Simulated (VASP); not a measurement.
Input of a VASP 6.6.1 run:

The input POSCAR:

```
Ta3Cu
1.0
   -1.9640735562      1.9640735562      4.1265368479
    1.9640735562     -1.9640735562      4.1265368479
    1.9640735562      1.9640735562     -4.1265368479
Ta Cu
3 1
Direct
    0.5000000000      0.5000000000      0.0000000000
    0.2500000000      0.7500000000      0.5000000000
    0.7500000000      0.2500000000      0.5000000000
    0.0000000000      0.0000000000      0.0000000000
```

File INCAR.step1:

```
ALGO = Normal
EDIFF = 1E-4
ENCUT = 520
GGA = PE
ISMEAR = -1
LASPH = T
LCHARG = F
LREAL = F
LWAVE = T
NBANDS = 30
NELM = 60
PREC = Accurate
SIGMA = 0.05
```

File INCAR.step2:

```
ALGO = Normal
EDIFF = 1E-6
ENCUT = 520
ISIF = 2
ISMEAR = -1
ISTART = 1
LASPH = T
LCHARG = F
LMIXTAU = T
LREAL = F
LWAVE = F
METAGGA = R2SCAN
NBANDS = 30
NELM = 60
PREC = Accurate
SIGMA = 0.05
```

Contents of KPOINTS:

```
k-points
0
Gamma
  9 9 9
```

Potentials or basis: VASP PAW PBE potentials, release 64 (Ta_pv, Cu).

Run with:

```sh
$ cat potpaw_PBE.64/Ta_pv/POTCAR potpaw_PBE.64/Cu/POTCAR > POTCAR
$ cp INCAR.step1 INCAR
$ mpirun -np 1 vasp_std > vasp.out
$ cp INCAR.step2 INCAR
$ mpirun -np 1 vasp_std > vasp.out
```

Question: Predict the band gap on the k mesh.

Answer: Zero (bands 22 and 23 overlap by 1.53 eV).

Question: Predict the pressure.

Answer: 10.8 GPa.

Stress tensor (GPa, compression positive):
```
10.83  0.00  0.00
 0.00 10.83  0.00
 0.00  0.00 10.71
```

Caveat: the cell stands under pressure; the PAW data sets were made with another functional, which shifts forces and pressure a little; spin-orbit coupling is left out, which moves the levels of the heavy elements.
